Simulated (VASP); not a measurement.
# TiSi2 (Cmcm) in VASP: a series of runs

TiSi2 is run at these levels: PBEsol, PBEsol+U; tasks: single point.

All numbers are computed with VASP 6.6.1; they aren't measurements. Logs are shortened: lines on timing, memory, paths and dates and some standing lists are left out, and cuts for length are marked.

**1. The cell of the first run**

It takes space group Cmcm (No. 63, orthorhombic). Conventional cell: a = 3.530 Å, b = 13.519 Å, c = 3.565 Å, α = 90.00°, β = 90.00°, γ = 90.00°. Ti (site symmetry m2m) has 10 Si at 2.58 to 2.81 Å and 6 Ti at 3.31 to 3.57 Å within 3.6 Å. Si (site symmetry m2m) has 8 Si at 2.51 to 3.15 Å and 4 Ti at 2.66 to 2.67 Å within 3.3 Å. Within 3.2 Å of Si (site symmetry m2m) lie 6 Si at 2.38 to 3.15 Å and 6 Ti at 2.58 to 2.81 Å.

**2. Single point, PBEsol**

Contents of POSCAR:

```
TiSi2
1.0
    1.7651050250     -6.7592815350      0.0000000000
    1.7651050250      6.7592815350      0.0000000000
    0.0000000000      0.0000000000      3.5651739700
Ti Si
2 4
Direct
    0.1031180800      0.8968819200      0.2500000000
    0.8968819200      0.1031180800      0.7500000000
    0.7503148200      0.2496851800      0.2500000000
    0.2496851800      0.7503148200      0.7500000000
    0.4417485500      0.5582514500      0.2500000000
    0.5582514500      0.4417485500      0.7500000000
```

Contents of INCAR.step1:

```
PREC     = Accurate       # precision mode
ENCUT    = 520            # plane-wave cutoff, eV
EDIFF    = 1E-6           # SCF threshold, eV
ISMEAR   = -1             # smearing method
SIGMA    = 0.05           # smearing width, eV
LREAL    = F              # projectors in reciprocal space
LASPH    = T              # aspherical terms in the spheres
NELM     = 100            # most SCF steps
ALGO     = Normal         # electronic algorithm
ISIF     = 2              # what is computed and relaxed
LWAVE    = F              # write WAVECAR
LCHARG   = T              # write CHGCAR
LMAXMIX  = 4              # l up to which the mixer works
GGA      = PS             # functional
NBANDS   = 29             # bands
```

Contents of KPOINTS.step1:

```
regular mesh
0
Gamma
  8 8 6
```

Contents of INCAR.step2:

```
PREC     = Accurate       # precision mode
ENCUT    = 520            # plane-wave cutoff, eV
EDIFF    = 1E-6           # SCF threshold, eV
ISMEAR   = -5             # smearing method
SIGMA    = 0.05           # smearing width, eV
LREAL    = F              # projectors in reciprocal space
LASPH    = T              # aspherical terms in the spheres
NELM     = 100            # most SCF steps
ALGO     = Normal         # electronic algorithm
ISIF     = 2              # what is computed and relaxed
LWAVE    = F              # write WAVECAR
LCHARG   = F              # write CHGCAR
LMAXMIX  = 4              # l up to which the mixer works
GGA      = PS             # functional
LORBIT   = 11             # projections on sites
NBANDS   = 29             # bands
NEDOS    = 2001           # points of the DOS
ICHARG   = 11             # starting density
```

Contents of KPOINTS.step2:

```
regular mesh
0
Gamma
  12 12 9
```

Potentials or basis: VASP PAW PBE potentials, release 64 (Ti_sv, Si).

Started as:

```
> cat potpaw_PBE.64/Ti_sv/POTCAR potpaw_PBE.64/Si/POTCAR > POTCAR
> cp INCAR.step1 INCAR
> cp KPOINTS.step1 KPOINTS
> mpirun -np 1 vasp_std > vasp.out
> cp INCAR.step2 INCAR
> cp KPOINTS.step2 KPOINTS
> mpirun -np 1 vasp_std > vasp.out
```

OUTCAR:

```text
PREC = Accurate
   ENCUT = 520
   EDIFF = 1E-6
   ISMEAR = -5
   LREAL = F
   LASPH = T
   NELM = 100
   ISIF = 2
   GGA = PS
   LORBIT = 11
   ICHARG = 11

 ion  position               nearest neighbor table
   1  0.103  0.897  0.250-   6 2.58   6 2.58   6 2.58   6 2.58   3 2.66   3 2.66   4 2.67   4 2.67
                             5 2.81   5 2.81
   2  0.897  0.103  0.750-   5 2.58   5 2.58   5 2.58   5 2.58   4 2.66   4 2.66   3 2.67   3 2.67
                             6 2.81   6 2.81
   3  0.750  0.250  0.250-   4 2.51   4 2.51   4 2.51   4 2.51   1 2.66   1 2.66   2 2.67   2 2.67
                             5 3.13   5 3.13
   4  0.250  0.750  0.750-   3 2.51   3 2.51   3 2.51   3 2.51   2 2.66   2 2.66   1 2.67   1 2.67
                             6 3.13   6 3.13
   5  0.442  0.558  0.250-   6 2.38   6 2.38   2 2.58   2 2.58   2 2.58   2 2.58   1 2.81   1 2.81
                             3 3.13   3 3.13
   6  0.558  0.442  0.750-   5 2.38   5 2.38   1 2.58   1 2.58   1 2.58   1 2.58   2 2.81   2 2.81
                             4 3.13   4 3.13

  LATTYP: Found a base centered orthorhombic cell.
 ALAT       =     3.5302100500
 B/A-ratio  =     3.8293934011
 C/A-ratio  =     1.0099042039

  Lattice vectors:

 A1 = (   1.7651050250,  -6.7592815350,   0.0000000000)
 A2 = (   1.7651050250,   6.7592815350,   0.0000000000)
 A3 = (   0.0000000000,   0.0000000000,   3.5651739700)

Analysis of symmetry for initial positions (statically):
=====================================================================
 Subroutine PRICEL returns:
 Original cell was already a primitive cell.

 Routine SETGRP: Setting up the symmetry group for a
 base centered orthorhombic supercell.

 Subroutine GETGRP returns: Found  8 space group operations
 (whereof  4 operations were pure point group operations)
 out of a pool of  8 trial point group operations.

The static configuration has the point symmetry C_2h.
 The point group associated with its full space group is D_2h.

Analysis of symmetry for dynamics (positions and initial velocities):
=====================================================================
 Subroutine PRICEL returns:
 Original cell was already a primitive cell.

 Routine SETGRP: Setting up the symmetry group for a
 base centered orthorhombic supercell.

 Subroutine GETGRP returns: Found  8 space group operations
 (whereof  4 operations were pure point group operations)
 out of a pool of  8 trial point group operations.

The dynamic configuration has the point symmetry C_2h.
 The point group associated with its full space group is D_2h.

 Subroutine INISYM returns: Found  8 space group operations
 (whereof  4 operations are pure point group operations),
 and found     1 'primitive' translations

----------------------------------------------------------------------------------------

                                     Primitive cell

  volume of cell :      85.0711

  direct lattice vectors                    reciprocal lattice vectors
     1.765105025 -6.759281535  0.000000000     0.283269263 -0.073972359  0.000000000
     1.765105025  6.759281535  0.000000000     0.283269263  0.073972359  0.000000000
     0.000000000  0.000000000  3.565173970     0.000000000  0.000000000  0.280491221

  length of vectors
     6.985948942  6.985948942  3.565173970     0.292768484  0.292768484  0.280491221

  position of ions in fractional coordinates (direct lattice)
     0.103118080  0.896881920  0.250000000
     0.896881920  0.103118080  0.750000000
     0.750314820  0.249685180  0.250000000
     0.249685180  0.750314820  0.750000000
     0.441748550  0.558251450  0.250000000
     0.558251450  0.441748550  0.750000000

  ion indices of the primitive-cell ions
   primitive index   ion index
                 1           1
                 2           2
                 3           3
                 4           4
                 5           5
                 6           6

----------------------------------------------------------------------------------------

 KPOINTS: regular mesh

Automatic generation of k-mesh.
 Grid dimensions read from file:
 generate k-points for:   12   12    9

 Generating k-lattice:

  Cartesian coordinates                     Fractional coordinates (reciprocal lattice)
     0.023605772 -0.006164363  0.000000000     0.083333333 -0.000000000  0.000000000
     0.023605772  0.006164363  0.000000000    -0.000000000  0.083333333  0.000000000
     0.000000000  0.000000000  0.031165691     0.000000000  0.000000000  0.111111111

  Length of vectors
     0.024397374  0.024397374  0.031165691

  Shift w.r.t. Gamma in fractional coordinates (k-lattice)
     0.000000000  0.000000000  0.000000000

 TETIRR: Found   1950 inequivalent tetrahedra from     7776

 Subroutine IBZKPT returns following result:
 ===========================================

 Found    215 irreducible k-points:

 Following reciprocal coordinates:
            Coordinates               Weight
  0.000000  0.000000  0.000000      1.000000
  0.083333 -0.000000  0.000000      4.000000
  0.166667  0.000000  0.000000      4.000000
  0.250000 -0.000000  0.000000      4.000000
  0.333333 -0.000000  0.000000      4.000000
  0.416667 -0.000000  0.000000      4.000000
[... 16 lines left out ...]
  0.500000  0.166667  0.000000      4.000000
 -0.416667  0.166667  0.000000      4.000000
 [... further k-points ...]
   k-points           NKPTS =    215   k-points in BZ     NKDIM =    215   number of bands    NBANDS=     29
   number of dos      NEDOS =   2001   number of ions     NIONS =      6
   total plane-waves  NPLWV =  81648
   dimension x,y,z NGX =    54 NGY =   54 NGZ =   28
   dimension x,y,z NGXF=   108 NGYF=  108 NGZF=   56
   ions per type =               2   4
   NGX,Y,Z   is equivalent  to a cutoff of  12.85, 12.85, 13.06 a.u.
   NGXF,Y,Z  is equivalent  to a cutoff of  25.70, 25.70, 26.11 a.u.
 SYSTEM =  unknown system
   PREC   = accura    normal or accurate (medium, high low for compatibility)
   ISTART =      0    job   : 0-new  1-cont  2-samecut
   ICHARG =     11    charge: 1-file 2-atom 10-const
   ISPIN  =      1    spin polarized calculation?
   LNONCOLLINEAR =      F non collinear calculations
   LSORBIT =      F    spin-orbit coupling
   LASPH  =      T    aspherical Exc in radial PAW
   ENCUT  =  520.0 eV  38.22 Ry    6.18 a.u.  12.99 12.99  6.63*2*pi/ulx,y,z
   NELM   =    100;   NELMIN=  2; NELMDL=  0     # of ELM steps
   EDIFF  = 0.1E-05   stopping-criterion for ELM
   LREAL  =      F    real-space projection
   EDIFFG = 0.1E-04   stopping-criterion for IOM
   NSW    =      0    number of steps for IOM
   IBRION =     -1    ionic relax: 0-MD 1-quasi-New 2-CG
   NFREE  =      0    steps in history (QN), initial steepest desc. (CG)
   ISIF   =      2    stress and relaxation
   ISYM   =      2    0-nonsym 1-usesym 2-fastsym
   POTIM  = 0.5000    time-step for ionic-motion
   TEBEG  =    0.0;   TEEND  =   0.0 temperature during run
   PSTRESS=    0.0 pullay stress
   NELECT =      40.0000    total number of electrons
   NUPDOWN=      -1.0000    fix difference up-down
   EMIN   =  10.00;   EMAX   =-10.00  energy-range for DOS
   EFERMI =   0.00;   METHOD = LEGACY
   ISMEAR =    -5;   SIGMA  =   0.05  broadening in eV -4-tet -1-fermi 0-gaus
   EFERMI_NEDOS =   21; number of points for ismear=-14 and -15
   IALGO  =     38    algorithm
   IMIX   =      4    mixing-type and parameters
     AMIX     =   0.40;   BMIX     =  1.00
     AMIX_MAG =   1.60;   BMIX_MAG =  1.00
  volume/ion in A,a.u.               =      14.18        95.68
  Fermi-wavevector in a.u.,A,eV,Ry     =   1.273017  2.405653 22.049227  1.620572
  Thomas-Fermi vector in A             =   2.405864
   LORBIT       =     11    0 simple, 1 ext, 2 COOP (PROOUT), +10 PAW based schemes
   GGA     = PS    functional components
   LHFCALC =     F    Hartree Fock is set to
   AEXX    =    0.0000 exact exchange contribution
   IVDW    =     0    specifies the selected vdW correction
   LEPSILON=     F    determine dielectric tensor
   LRPA    =     F    only Hartree local field effects (RPA)
 non-spin polarized calculation
 Fermi weights with tetrahedron method with Bloechl corrections
  energy-cutoff  :      520.00
  volume of cell :       85.07
 maximum number of plane-waves:      2315
 NGX is ok and might be reduce to    54

 number of electron      40.0000005 magnetization

 Free energy of the ion-electron system (eV)
  ---------------------------------------------------
  ext. energy  EPLUGINS =         0.00000000
  ---------------------------------------------------
  free energy    TOTEN  =       -43.67767654 eV

  energy without entropy =      -43.67767654  energy(sigma->0) =      -43.67767654

 E-fermi :  10.4592     XC(G=0): -11.7308

 val. band max:       10.5484477339   @ k =  -0.2500   0.2500   0.3333
 cond. band min:      10.3354288411   @ k =   0.0833  -0.0000   0.2222
 fundamental gap:     -0.2130188928
 Fermi energy:        10.4592208830

 k-point     1 :       0.0000    0.0000    0.0000
  band No.  band energies     occupation
      1     -46.1119      2.00000
      2     -46.1023      2.00000
      3     -22.5702      2.00000
      4     -22.5327      2.00000
      5     -22.5195      2.00000
      6     -22.5166      2.00000
[... 21 lines left out ...]
     28      13.3988      0.00000
     29      13.6089      0.00000

 k-point     2 :       0.0833   -0.0000    0.0000
  band No.  band energies     occupation
      1     -46.1116      2.00000
      2     -46.1020      2.00000
      3     -22.5693      2.00000
      4     -22.5379      2.00000
      5     -22.5243      2.00000
      6     -22.5161      2.00000
[... 21 lines left out ...]
     28      13.4641      0.00000
     29      13.7104      0.00000

 k-point     3 :       0.1667    0.0000    0.0000
  band No.  band energies     occupation
      1     -46.1107      2.00000
      2     -46.1012      2.00000
      3     -22.5668      2.00000
      4     -22.5521      2.00000
      5     -22.5372      2.00000
      6     -22.5148      2.00000
[... 638 lines left out ...]
      5     -22.5578      2.00000
      6     -22.5109      2.00000
[... 21 lines left out ...]
     28      13.6643      0.00000
     29      13.9405      0.00000

 k-point    24 :      -0.4167    0.1667    0.0000
  band No.  band energies     occupation
      1     -46.1095      2.00000
      2     -46.1002      2.00000
      3     -22.5725      2.00000
      4     -22.5606      2.00000
      5     -22.5545      2.00000
      6     -22.5127      2.00000
[... 21 lines left out ...]
     28      13.4192      0.00000
     29      14.2211      0.00000

 [... further k-points ...]

------------------------ aborting loop because EDIFF is reached ----------------------------------------

  FORCE on cell =-STRESS in cart. coord.  units (eV):
  Direction    XX          YY          ZZ          XY          YZ          ZX
  --------------------------------------------------------------------------------------
  -------------------------------------------------------------------------------------
  Total       -1.3370030     -1.3155451     -0.7786719      0.0000000     -0.0000000      0.0000000
  in kB      -25.1803155    -24.7761888    -14.6650405      0.0000000     -0.0000000      0.0000000
  external PRESSURE =     -21.5405150 kB  Pullay stress =       0.0000000 kB

 VOLUME and BASIS-vectors are now :
 -----------------------------------------------------------------------------
  energy-cutoff  :      520.00
  volume of cell :       85.07
      direct lattice vectors                 reciprocal lattice vectors
     1.765105025 -6.759281535  0.000000000     0.283269263 -0.073972359  0.000000000
     1.765105025  6.759281535  0.000000000     0.283269263  0.073972359  0.000000000
     0.000000000  0.000000000  3.565173970     0.000000000  0.000000000  0.280491221

 POSITION                                       TOTAL-FORCE (eV/Angst)
 -----------------------------------------------------------------------------------
      1.76511      5.36527      0.89129         0.000000      0.017519     -0.000000
      1.76511     -5.36527      2.67388         0.000000     -0.017519      0.000000
      1.76511     -3.38390      0.89129         0.000000      0.015533     -0.000000
      1.76511      3.38390      2.67388         0.000000     -0.015533      0.000000
      1.76511      0.78748      0.89129         0.000000      0.194688     -0.000000
      1.76511     -0.78748      2.67388         0.000000     -0.194688     -0.000000
 -----------------------------------------------------------------------------------
    total drift:                                0.000000      0.000000      0.000000

  FREE ENERGIE OF THE ION-ELECTRON SYSTEM (eV)
  ---------------------------------------------------
  free  energy   TOTEN  =       -43.6776765410 eV

  energy  without entropy=      -43.6776765410  energy(sigma->0) =      -43.67767654

 total charge

# of ion       s       p       d       tot
------------------------------------------
    1        2.164   6.143   2.107  10.414
    2        2.164   6.143   2.107  10.414
    3        0.749   0.886   0.000   1.634
    4        0.749   0.886   0.000   1.634
    5        0.769   0.917   0.000   1.687
    6        0.769   0.917   0.000   1.687
--------------------------------------------------
tot          7.363  15.893   4.213  27.470
```

It took 23 min on 1 thread of Intel Xeon 8259CL, shared host; peak memory 0.58 GiB.

Results:

- Valence electrons inside the program's atomic spheres: Ti 10.41; Si 1.63, 1.69 (each value once)

Caveat: the PAW data sets were made with another functional, which shifts forces and pressure a little.

**3. Single point, PBEsol**

POSCAR is that of step 2.

Contents of INCAR.step1:

```
SYSTEM = TiSi2
ALGO     = Normal         ! electronic algorithm
EDIFF    = 1E-7           ! SCF threshold, eV
ENCUT    = 520            ! plane-wave cutoff, eV
GGA      = PS             ! functional
ISIF     = 2              ! what is computed and relaxed
ISMEAR   = -1             ! smearing method
LASPH    = .True.         ! aspherical terms in the spheres
LCHARG   = .True.         ! write CHGCAR
LMAXMIX  = 4              ! l up to which the mixer works
LREAL    = .False.        ! projectors in reciprocal space
LWAVE    = .False.        ! write WAVECAR
NBANDS   = 29             ! bands
NELM     = 60             ! most SCF steps
PREC     = Accurate       ! precision mode
SIGMA    = 0.05           ! smearing width, eV
```

Contents of KPOINTS.step1:

```
k-points
0
Gamma
  8 8 8
  0 0 0
```

Contents of INCAR.step2:

```
SYSTEM = TiSi2
ALGO     = Normal         ! electronic algorithm
EDIFF    = 1E-7           ! SCF threshold, eV
ENCUT    = 520            ! plane-wave cutoff, eV
GGA      = PS             ! functional
ICHARG   = 11             ! starting density
ISIF     = 2              ! what is computed and relaxed
ISMEAR   = -5             ! smearing method
LASPH    = .True.         ! aspherical terms in the spheres
LCHARG   = .False.        ! write CHGCAR
LMAXMIX  = 4              ! l up to which the mixer works
LORBIT   = 11             ! projections on sites
LREAL    = .False.        ! projectors in reciprocal space
LWAVE    = .False.        ! write WAVECAR
NBANDS   = 29             ! bands
NEDOS    = 2001           ! points of the DOS
NELM     = 60             ! most SCF steps
PREC     = Accurate       ! precision mode
SIGMA    = 0.05           ! smearing width, eV
```

Contents of KPOINTS.step2:

```
k-points
0
Gamma
  12 12 12
  0 0 0
```

Potentials or basis: VASP PAW PBE potentials, release 64 (Ti_sv, Si).

Started as:

```
> cat potpaw_PBE.64/Ti_sv/POTCAR potpaw_PBE.64/Si/POTCAR > POTCAR
> cp INCAR.step1 INCAR
> cp KPOINTS.step1 KPOINTS
> mpirun -np 1 vasp_std > vasp.out
> cp INCAR.step2 INCAR
> cp KPOINTS.step2 KPOINTS
> mpirun -np 1 vasp_std > vasp.out
```

It took 39 min on 1 thread of Intel Xeon 8259CL, shared host; peak memory 0.7 GiB.

Results (log left out):

```yaml
Valence_electrons_inside_the_program's_atomic_spheres: Ti 10.41; Si 1.63, 1.69 (each value once)
```

Levels at points of the mesh, in eV from the Fermi level:
| k point | band 17 | band 18 | band 19 | band 20 | band 21 | band 22 | band 23 | band 24 |
| --- | --- | --- | --- | --- | --- | --- | --- | --- |
| (0.00, 0.00, 0.00) | -2.16 | -2.07 | -2.05 | 0.48 | 0.74 | 0.84 | 0.90 | 1.36 |
| (0.50, 0.00, 0.00) | -1.65 | -1.46 | -0.67 | -0.55 | -0.53 | 1.19 | 1.50 | 1.65 |
| (0.50, 0.50, 0.00) | -2.54 | -1.92 | -1.18 | 0.41 | 0.66 | 0.75 | 0.93 | 1.16 |
| (0.00, 0.00, 0.50) | -1.63 | -1.63 | -0.02 | -0.02 | 0.86 | 0.86 | 1.50 | 1.50 |
| (0.50, 0.00, 0.50) | -3.20 | -3.20 | -2.43 | -2.43 | 1.76 | 1.76 | 1.88 | 1.88 |
| (0.50, 0.50, 0.50) | -2.02 | -2.02 | -0.86 | -0.86 | 0.48 | 0.48 | 1.67 | 1.67 |

Caveat: the PAW data sets were made with another functional, which shifts forces and pressure a little.

(Continued in part 2 of 2.)
